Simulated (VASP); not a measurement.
Input of a VASP 6.6.1 run:

Contents of POSCAR:

```
SnSe
1.0
    0.0000000000      2.9848894956      2.9848894956
    2.9848894956      0.0000000000      2.9848894956
    2.9848894956      2.9848894956      0.0000000000
Sn Se
1 1
Direct
    0.0000000000      0.0000000000      0.0000000000
    0.5000000000      0.5000000000      0.5000000000
```

Contents of INCAR.step1:

```
SYSTEM = SnSe
PREC     = Accurate       ! precision mode
ENCUT    = 550            ! plane-wave cutoff, eV
ISMEAR   = 0              ! smearing method
SIGMA    = 0.01           ! smearing width, eV
LREAL    = .FALSE.        ! projectors in reciprocal space
LASPH    = .TRUE.         ! aspherical terms in the spheres
NELM     = 120            ! most SCF steps
NBANDS   = 17             ! bands
GGA      = PE             ! functional
ALGO     = Normal         ! electronic algorithm
EDIFF    = 1E-5           ! SCF threshold, eV
LWAVE    = .TRUE.         ! write WAVECAR
LCHARG   = .FALSE.        ! write CHGCAR
GGA_COMPAT= .FALSE.
```

The input INCAR.step2:

```
SYSTEM = SnSe
PREC     = Accurate       ! precision mode
ENCUT    = 550            ! plane-wave cutoff, eV
EDIFF    = 1E-6           ! SCF threshold, eV
ISMEAR   = 0              ! smearing method
SIGMA    = 0.01           ! smearing width, eV
LREAL    = .FALSE.        ! projectors in reciprocal space
LASPH    = .TRUE.         ! aspherical terms in the spheres
NELM     = 120            ! most SCF steps
ALGO     = Normal         ! electronic algorithm
ISIF     = 2              ! what is computed and relaxed
LWAVE    = .FALSE.        ! write WAVECAR
LCHARG   = .FALSE.        ! write CHGCAR
METAGGA  = R2SCAN         ! meta-GGA
LMIXTAU  = .TRUE.       
NBANDS   = 17             ! bands
ISTART   = 1            
GGA_COMPAT= .FALSE.
```

The input KPOINTS:

```
Automatic mesh
0
G
  6 6 6
  0 0 0
```

Potentials or basis: VASP PAW PBE potentials, release 64 (Sn_d, Se).

Launch:

```sh
$ cat potpaw_PBE.64/Sn_d/POTCAR potpaw_PBE.64/Se/POTCAR > POTCAR
$ cp INCAR.step1 INCAR
$ mpirun -np 1 vasp_std > vasp.out
$ cp INCAR.step2 INCAR
$ mpirun -np 1 vasp_std > vasp.out
```

Q: What does it give for the band gap on the k mesh?

A: 0.57 eV.

Q: What does it give for the pressure?

A: 0.9 GPa.

Caveat: semilocal functionals underestimate gaps, and a narrow one can read as zero; the PAW data sets were made with another functional, which shifts forces and pressure a little; spin-orbit coupling is left out, which moves the levels of the heavy elements. A k mesh can miss the band edges.
